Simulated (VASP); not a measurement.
# P (R-3m) in VASP: a series of runs

Runs on P. Level: PBEsol. Tasks: single point, relaxation of cell and atoms.

All numbers are computed with VASP 6.6.1; they aren't measurements. Logs are shortened: lines on timing, memory, paths and dates and some standing lists are left out, and cuts for length are marked.

### 1 The cell of the first run

Symmetry: R-3m, No. 166, trigonal system. Conventional cell: a = 3.394 Å, b = 3.394 Å, c = 8.367 Å, α = 90.00°, β = 90.00°, γ = 120.00°. Within 3.1 Å of P (site symmetry 3m) lie 6 P at 2.31 to 2.50 Å.

### 2 Single point, PBEsol

INCAR

```
SYSTEM = P
PREC = Accurate
ENCUT = 520
EDIFF = 1E-6
ISMEAR = -1
SIGMA = 0.05
LREAL = .FALSE.
LASPH = .TRUE.
NELM = 100
ALGO = Normal
ISIF = 2
LWAVE = .FALSE.
LCHARG = .FALSE.
GGA = PS
NBANDS = 12
```

KPOINTS

```
Automatic mesh
0
G
  9 9 9
  0 0 0
```

POSCAR

```
P
1.0
    1.6970830165      0.9798113364      2.7890018896
   -1.6970830165      0.9798113364      2.7890018896
    0.0000000000     -1.9596226728      2.7890018896
P
2
Direct
    0.7598174772      0.7598174772      0.7598174772
    0.2401825228      0.2401825228      0.2401825228
```

Potentials or basis: VASP PAW PBE potentials, release 64 (P).

Command:

```bash
$ cat potpaw_PBE.64/P/POTCAR > POTCAR
$ mpirun -np 1 vasp_std > vasp.out
```

OUTCAR:

```text
SYSTEM = P
   PREC = Accurate
   ENCUT = 520
   EDIFF = 1E-6
   ISMEAR = -1
   LREAL = .FALSE.
   LASPH = .TRUE.
   NELM = 100
   ISIF = 2
   GGA = PS

 ion  position               nearest neighbor table
   1  0.760  0.760  0.760-   2 2.31   2 2.31   2 2.31   2 2.50   2 2.50   2 2.50
   2  0.240  0.240  0.240-   1 2.31   1 2.31   1 2.31   1 2.50   1 2.50   1 2.50

  LATTYP: Found a trigonal (rhomboedric) cell.
 ALAT       =     3.4086144634
 COS(alpha) =     0.5042298150

  Lattice vectors:

 A1 = (   1.6970830165,   0.9798113364,   2.7890018896)
 A2 = (  -1.6970830165,   0.9798113364,   2.7890018896)
 A3 = (   0.0000000000,  -1.9596226728,   2.7890018896)

Analysis of symmetry for initial positions (statically):
=====================================================================
 Subroutine PRICEL returns:
 Original cell was already a primitive cell.

 Routine SETGRP: Setting up the symmetry group for a
 trigonal (rhombohedral) supercell.

 Subroutine GETGRP returns: Found 12 space group operations
 (whereof 12 operations were pure point group operations)
 out of a pool of 12 trial point group operations.

The static configuration has the point symmetry D_3d.

Analysis of symmetry for dynamics (positions and initial velocities):
=====================================================================
 Subroutine PRICEL returns:
 Original cell was already a primitive cell.

 Routine SETGRP: Setting up the symmetry group for a
 trigonal (rhombohedral) supercell.

 Subroutine GETGRP returns: Found 12 space group operations
 (whereof 12 operations were pure point group operations)
 out of a pool of 12 trial point group operations.

The dynamic configuration has the point symmetry D_3d.

 Subroutine INISYM returns: Found 12 space group operations
 (whereof 12 operations are pure point group operations),
 and found     1 'primitive' translations

----------------------------------------------------------------------------------------

                                     Primitive cell

  volume of cell :      27.8257

  direct lattice vectors                    reciprocal lattice vectors
     1.697083016  0.979811336  2.789001890     0.294623183  0.170100774  0.119517070
    -1.697083016  0.979811336  2.789001890    -0.294623183  0.170100774  0.119517070
     0.000000000 -1.959622673  2.789001890     0.000000000 -0.340201548  0.119517070

  length of vectors
     3.408614463  3.408614463  3.408614463     0.360584835  0.360584835  0.360584835

  position of ions in fractional coordinates (direct lattice)
     0.759817477  0.759817477  0.759817477
     0.240182523  0.240182523  0.240182523

  ion indices of the primitive-cell ions
   primitive index   ion index
                 1           1
                 2           2

----------------------------------------------------------------------------------------

 KPOINTS: Automatic mesh

Automatic generation of k-mesh.
 Grid dimensions read from file:
 generate k-points for:    9    9    9

 Generating k-lattice:

  Cartesian coordinates                     Fractional coordinates (reciprocal lattice)
     0.032735909  0.018900086  0.013279674     0.111111111  0.000000000  0.000000000
    -0.032735909  0.018900086  0.013279674     0.000000000  0.111111111  0.000000000
     0.000000000 -0.037800172  0.013279674     0.000000000  0.000000000  0.111111111

  Length of vectors
     0.040064982  0.040064982  0.040064982

  Shift w.r.t. Gamma in fractional coordinates (k-lattice)
     0.000000000  0.000000000  0.000000000

 Subroutine IBZKPT returns following result:
 ===========================================

 Found     85 irreducible k-points:

 Following reciprocal coordinates:
            Coordinates               Weight
  0.000000  0.000000  0.000000      1.000000
  0.111111  0.000000  0.000000      6.000000
  0.222222  0.000000 -0.000000      6.000000
  0.333333  0.000000 -0.000000      6.000000
  0.444444  0.000000 -0.000000      6.000000
  0.111111  0.111111  0.000000      6.000000
[... 16 lines left out ...]
 -0.333333  0.333333  0.000000      6.000000
  0.444444  0.444444 -0.000000      6.000000
 [... further k-points ...]
   k-points           NKPTS =     85   k-points in BZ     NKDIM =     85   number of bands    NBANDS=     12
   number of dos      NEDOS =    301   number of ions     NIONS =      2
   total plane-waves  NPLWV =  21952
   dimension x,y,z NGX =    28 NGY =   28 NGZ =   28
   dimension x,y,z NGXF=    56 NGYF=   56 NGZF=   56
   ions per type =               2
   NGX,Y,Z   is equivalent  to a cutoff of  13.66, 13.66, 13.66 a.u.
   NGXF,Y,Z  is equivalent  to a cutoff of  27.31, 27.31, 27.31 a.u.
 SYSTEM =  P
   PREC   = accura    normal or accurate (medium, high low for compatibility)
   ISTART =      0    job   : 0-new  1-cont  2-samecut
   ICHARG =      2    charge: 1-file 2-atom 10-const
   ISPIN  =      1    spin polarized calculation?
   LNONCOLLINEAR =      F non collinear calculations
   LSORBIT =      F    spin-orbit coupling
   LASPH  =      T    aspherical Exc in radial PAW
   ENCUT  =  520.0 eV  38.22 Ry    6.18 a.u.   6.34  6.34  6.34*2*pi/ulx,y,z
   NELM   =    100;   NELMIN=  2; NELMDL= -5     # of ELM steps
   EDIFF  = 0.1E-05   stopping-criterion for ELM
   LREAL  =      F    real-space projection
   EDIFFG = 0.1E-04   stopping-criterion for IOM
   NSW    =      0    number of steps for IOM
   IBRION =     -1    ionic relax: 0-MD 1-quasi-New 2-CG
   NFREE  =      0    steps in history (QN), initial steepest desc. (CG)
   ISIF   =      2    stress and relaxation
   ISYM   =      2    0-nonsym 1-usesym 2-fastsym
   POTIM  = 0.5000    time-step for ionic-motion
   TEBEG  =    0.0;   TEEND  =   0.0 temperature during run
   PSTRESS=    0.0 pullay stress
   NELECT =      10.0000    total number of electrons
   NUPDOWN=      -1.0000    fix difference up-down
   EMIN   =  10.00;   EMAX   =-10.00  energy-range for DOS
   EFERMI =   0.00;   METHOD = LEGACY
   ISMEAR =    -1;   SIGMA  =   0.05  broadening in eV -4-tet -1-fermi 0-gaus
   EFERMI_NEDOS =   21; number of points for ismear=-14 and -15
   IALGO  =     38    algorithm
   IMIX   =      4    mixing-type and parameters
     AMIX     =   0.40;   BMIX     =  1.00
     AMIX_MAG =   1.60;   BMIX_MAG =  1.00
  volume/ion in A,a.u.               =      13.91        93.89
  Fermi-wavevector in a.u.,A,eV,Ry     =   1.163928  2.199506 18.432214  1.354730
  Thomas-Fermi vector in A             =   2.300472
   LORBIT       =      0    0 simple, 1 ext, 2 COOP (PROOUT), +10 PAW based schemes
   GGA     = PS    functional components
   LHFCALC =     F    Hartree Fock is set to
   AEXX    =    0.0000 exact exchange contribution
   IVDW    =     0    specifies the selected vdW correction
   LEPSILON=     F    determine dielectric tensor
   LRPA    =     F    only Hartree local field effects (RPA)
 non-spin polarized calculation
  energy-cutoff  :      520.00
  volume of cell :       27.83
 maximum number of plane-waves:       763
 NGX is ok and might be reduce to    28
   NGX = 13   NGY = 13   NGZ = 13

 number of electron      10.0000001 magnetization

 Free energy of the ion-electron system (eV)
  ---------------------------------------------------
  ext. energy  EPLUGINS =         0.00000000
  ---------------------------------------------------
  free energy    TOTEN  =       -11.54635738 eV

  energy without entropy =      -11.54128746  energy(sigma->0) =      -11.54382242

 E-fermi :  10.4771     XC(G=0): -11.5652

 val. band max:       10.4765722459   @ k =   0.3333   0.1111   0.1111
 cond. band min:      10.5256321735   @ k =   0.1111   0.1111   0.1111
 fundamental gap:      0.0490599276
 Fermi energy:        10.4770932308

 k-point     1 :       0.0000    0.0000    0.0000
  band No.  band energies     occupation
      1      -6.7676      2.00000
      2       7.9588      2.00000
      3       7.9588      2.00000
      4       8.0873      2.00000
      5       9.1757      2.00000
      6      13.8213      0.00000
      7      14.3856      0.00000
      8      14.3856      0.00000
      9      15.8770      0.00000
     10      15.8770      0.00000
     11      16.5143      0.00000
     12      17.1799      0.00000

 k-point     2 :       0.1111    0.0000    0.0000
  band No.  band energies     occupation
      1      -6.5480      2.00000
      2       6.0006      2.00000
      3       7.8915      2.00000
      4       8.0135      2.00000
      5      10.3803      1.74791
      6      13.6162      0.00000
      7      13.8441      0.00000
      8      14.5122      0.00000
      9      15.1359      0.00000
     10      15.2325      0.00000
     11      15.9014      0.00000
     12      19.2471      0.00000

 k-point     3 :       0.2222    0.0000   -0.0000
  band No.  band energies     occupation
      1      -5.8914      2.00000
      2       3.3764      2.00000
      3       7.7874      2.00000
      4       7.9377      2.00000
      5      10.8749      0.00070
      6      12.1240      0.00000
      7      12.1899      0.00000
      8      13.9170      0.00000
      9      16.4025      0.00000
     10      16.4932      0.00000
     11      16.6871      0.00000
     12      22.2361      0.00000

 k-point     4 :       0.3333    0.0000   -0.0000
  band No.  band energies     occupation
      1      -4.8068      2.00000
      2       0.8611      2.00000
      3       7.7944      2.00000
      4       8.0098      2.00000
      5      10.4198      1.51733
      6      10.7279      0.01317
      7      11.3521      0.00000
      8      12.9492      0.00000
      9      18.5249      0.00000
     10      18.5384      0.00000
     11      18.6954      0.00000
     12      25.5397      0.00000

 k-point     5 :       0.4444    0.0000   -0.0000
  band No.  band energies     occupation
      1      -3.3206      2.00000
      2      -1.3677      2.00000
      3       7.9154      2.00000
      4       8.2597      2.00000
      5       9.5534      2.00000
      6       9.8815      1.99999
      7      11.4980      0.00000
      8      12.1399      0.00000
      9      21.0548      0.00000
     10      21.1481      0.00000
     11      21.2394      0.00000
     12      24.0411      0.00000
[... 228 lines left out ...]
      1      -3.2594      2.00000
      2       1.8904      2.00000
      3       3.1033      2.00000
      4       5.2356      2.00000
      5       5.7507      2.00000
      6      11.7335      0.00000
      7      16.3547      0.00000
      8      17.4331      0.00000
      9      18.9843      0.00000
     10      21.3779      0.00000
     11      23.9013      0.00000
     12      24.5211      0.00000

 k-point    22 :      -0.4444    0.3333    0.0000
  band No.  band energies     occupation
      1      -2.0274      2.00000
      2       0.0522      2.00000
      3       2.2169      2.00000
      4       5.4500      2.00000
      5       6.5001      2.00000
      6      13.5161      0.00000
      7      14.7558      0.00000
      8      16.8390      0.00000
      9      19.4428      0.00000
     10      21.4879      0.00000
     11      22.2941      0.00000
     12      24.5006      0.00000

 k-point    23 :      -0.3333    0.3333    0.0000
  band No.  band energies     occupation
      1      -1.6855      2.00000
      2      -0.8889      2.00000
      3       2.3038      2.00000
      4       6.0894      2.00000
      5       7.3674      2.00000
      6      13.1421      0.00000
      7      15.8566      0.00000
      8      16.2078      0.00000
      9      18.8511      0.00000
     10      19.2101      0.00000
     11      20.5574      0.00000
     12      24.7329      0.00000

 k-point    24 :       0.4444    0.4444   -0.0000
  band No.  band energies     occupation
      1      -2.6077      2.00000
      2       1.4064      2.00000
      3       3.1896      2.00000
      4       4.7806      2.00000
      5       4.8834      2.00000
      6      10.7746      0.00519
      7      18.3917      0.00000
      8      18.6058      0.00000
      9      19.6693      0.00000
     10      20.7723      0.00000
     11      25.0374      0.00000
     12      25.0448      0.00000

 [... further k-points ...]
[... 5 lines left out ...]
  --------------------------------------------------------------------------------------
  -------------------------------------------------------------------------------------
  Total        0.8840331      0.8840331      0.8899829      0.0000000     -0.0000000      0.0000000
  in kB       50.9018413     50.9018413     51.2444239      0.0000000     -0.0000000      0.0000000
  external PRESSURE =      51.0160355 kB  Pullay stress =       0.0000000 kB

 VOLUME and BASIS-vectors are now :
 -----------------------------------------------------------------------------
  energy-cutoff  :      520.00
  volume of cell :       27.83
      direct lattice vectors                 reciprocal lattice vectors
     1.697083016  0.979811336  2.789001890     0.294623183  0.170100774  0.119517070
    -1.697083016  0.979811336  2.789001890    -0.294623183  0.170100774  0.119517070
     0.000000000 -1.959622673  2.789001890     0.000000000 -0.340201548  0.119517070

 POSITION                                       TOTAL-FORCE (eV/Angst)
 -----------------------------------------------------------------------------------
      0.00000      0.00000      6.35740         0.000000     -0.000000      0.023978
      0.00000      0.00000      2.00961         0.000000      0.000000     -0.023978
 -----------------------------------------------------------------------------------
    total drift:                               -0.000000      0.000000     -0.000000

  FREE ENERGIE OF THE ION-ELECTRON SYSTEM (eV)
  ---------------------------------------------------
  free  energy   TOTEN  =       -11.5463573773 eV

  energy  without entropy=      -11.5412874647  energy(sigma->0) =      -11.54382242
```

It took 11 s on 1 thread of Intel Xeon 6975P-C (Granite Rapids), shared host; peak memory 0.15 GiB.

What came out:

```yaml
Free_energy: -11.5464 eV
Pressure: 5.1 GPa
Largest_force: 0.024 eV/Å
Band_gap_on_the_k_mesh: zero (bands 5 and 6 overlap by 1.94 eV)
```

Forces in eV/Å, atoms in the order of the input:
```
P    0.000  0.000  0.024
P    0.000  0.000 -0.024
```

Caveat: the cell stands under pressure; the PAW data sets were made with another functional, which shifts forces and pressure a little.

### 3 Single point, PBEsol

This run uses another cell than the first one, of 14.72 Å³/atom.

INCAR

```
SYSTEM = P
PREC = Accurate ; ENCUT = 520
EDIFF = 1E-6 ; ISMEAR = -1
SIGMA = 0.05 ; LREAL = .FALSE.
LASPH = .TRUE. ; NELM = 100
ALGO = Normal ; ISIF = 2
LWAVE = .FALSE. ; LCHARG = .FALSE.
GGA = PS ; NBANDS = 12
```

KPOINTS is that of step 2.

POSCAR

```
P
1.0
    1.7085645143      0.9864401823      2.9114843767
   -1.7085645143      0.9864401823      2.9114843767
    0.0000000000     -1.9728803645      2.9114843767
P
2
Direct
    0.7654739796      0.7654739796      0.7654739796
    0.2345260204      0.2345260204      0.2345260204
```

Potentials or basis: VASP PAW PBE potentials, release 64 (P).

Command:

```bash
$ cat potpaw_PBE.64/P/POTCAR > POTCAR
$ mpirun -np 1 vasp_std > vasp.out
```

OUTCAR:

```text
SYSTEM = P
   PREC = Accurate
   ENCUT = 520
   EDIFF = 1E-6
   ISMEAR = -1
   LREAL = .FALSE.
   LASPH = .TRUE.
   NELM = 100
   ISIF = 2
   GGA = PS

 ion  position               nearest neighbor table
   1  0.765  0.765  0.765-   2 2.30   2 2.30   2 2.30   2 2.62   2 2.62   2 2.62
   2  0.235  0.235  0.235-   1 2.30   1 2.30   1 2.30   1 2.62   1 2.62   1 2.62

  LATTYP: Found a trigonal (rhomboedric) cell.
 ALAT       =     3.5169586589
 COS(alpha) =     0.5279823555

  Lattice vectors:

 A1 = (   1.7085645143,   0.9864401823,   2.9114843767)
[... 539 lines left out ...]
      7      17.0115      0.00000
      8      17.6485      0.00000
      9      18.9130      0.00000
     10      19.2094      0.00000
     11      23.7916      0.00000
     12      23.7971      0.00000

 [... further k-points ...]
[... 5 lines left out ...]
  --------------------------------------------------------------------------------------
  -------------------------------------------------------------------------------------
  Total        0.3772297      0.3772297      0.3877535      0.0000000      0.0000000      0.0000000
  in kB       20.5280926     20.5280926     21.1007782      0.0000000      0.0000000      0.0000000
  external PRESSURE =      20.7189878 kB  Pullay stress =       0.0000000 kB

 VOLUME and BASIS-vectors are now :
 -----------------------------------------------------------------------------
  energy-cutoff  :      520.00
  volume of cell :       29.44
      direct lattice vectors                 reciprocal lattice vectors
     1.708564514  0.986440182  2.911484377     0.292643325  0.168957702  0.114489137
    -1.708564514  0.986440182  2.911484377    -0.292643325  0.168957702  0.114489137
     0.000000000 -1.972880364  2.911484377     0.000000000 -0.337915405  0.114489137

 POSITION                                       TOTAL-FORCE (eV/Angst)
 -----------------------------------------------------------------------------------
      0.00000      0.00000      6.68600         0.000000      0.000000      0.026191
      0.00000      0.00000      2.04846         0.000000     -0.000000     -0.026191
 -----------------------------------------------------------------------------------
    total drift:                                0.000000      0.000000     -0.000000

  FREE ENERGIE OF THE ION-ELECTRON SYSTEM (eV)
  ---------------------------------------------------
  free  energy   TOTEN  =       -11.5841919607 eV

  energy  without entropy=      -11.5812392321  energy(sigma->0) =      -11.58271560
```

Run time: 11 s. Hardware: 1 thread of Intel Xeon 6975P-C (Granite Rapids), shared host; peak memory 0.16 GiB.

What came out:

```
Free energy            : -11.5842 eV
Pressure               : 2.1 GPa
Largest force          : 0.026 eV/Å
Band gap on the k mesh : zero (bands 5 and 6 overlap by 1.04 eV)
```

Forces in eV/Å, atoms in the order of the input:
```
P    0.000  0.000  0.026
P    0.000  0.000 -0.026
```

Levels at points of the mesh, in eV from the Fermi level:
```
           k point  band 1  band 2  band 3  band 4  band 5  band 6  band 7  band 8  band 9  band 10
(0.00, 0.00, 0.00)  -16.99   -2.81   -2.69   -2.69   -2.25    2.35    3.38    3.38    5.42     5.42
```

Caveat: the PAW data sets were made with another functional, which shifts forces and pressure a little.

### 4 Single point, PBEsol

This run uses another cell than the first one, of 15.05 Å³/atom.

INCAR

```
ALGO = Normal ; EDIFF = 1E-7
ENCUT = 520 ; GGA = PS
ISIF = 2 ; ISMEAR = -1
LASPH = True ; LCHARG = True
LELF = True ; LREAL = False
LVHAR = True ; LWAVE = False
NBANDS = 12 ; NELM = 80
PREC = Accurate ; SIGMA = 0.05
```

KPOINTS

```
k-points
0
Gamma
  9 9 9
```

POSCAR

```
P
1.0
    1.7176747260      0.9916999654      2.9459655030
   -1.7176747260      0.9916999654      2.9459655030
    0.0000000000     -1.9833999308      2.9459655030
P
2
Direct
    0.7664819800      0.7664819800      0.7664819800
    0.2335180200      0.2335180200      0.2335180200
```

Command:

```bash
$ cat potpaw_PBE.64/P/POTCAR > POTCAR
$ mpirun -np 1 vasp_std > vasp.out
```

Run time: 12 s. Hardware: 1 thread of Intel Xeon 6975P-C (Granite Rapids), shared host; peak memory 0.16 GiB.

The run converged. Its results:

| Property | Result |
| --- | --- |
| Free energy | -11.5891 eV |
| Pressure | 0.0 GPa |
| Largest force | 0.030 eV/Å |
| Band gap on the k mesh | zero (bands 5 and 6 overlap by 0.97 eV) |

Forces in eV/Å, atoms in the order of the input:
```
P    0.000  0.000  0.030
P    0.000  0.000 -0.030
```

Stress tensor (GPa, compression positive):
```
0.00 0.00 0.00
0.00 0.00 0.00
0.00 0.00 0.09
```

Levels at points of the mesh, in eV from the Fermi level:
```csv
k point,band 1,band 2,band 3,band 4,band 5,band 6,band 7,band 8,band 9,band 10
"(0.00, 0.00, 0.00)",-16.86,-2.87,-2.74,-2.74,-2.57,2.15,3.24,3.24,5.40,5.40
```

Caveat: the PAW data sets were made with another functional, which shifts forces and pressure a little.

[end of part 1 of 2]
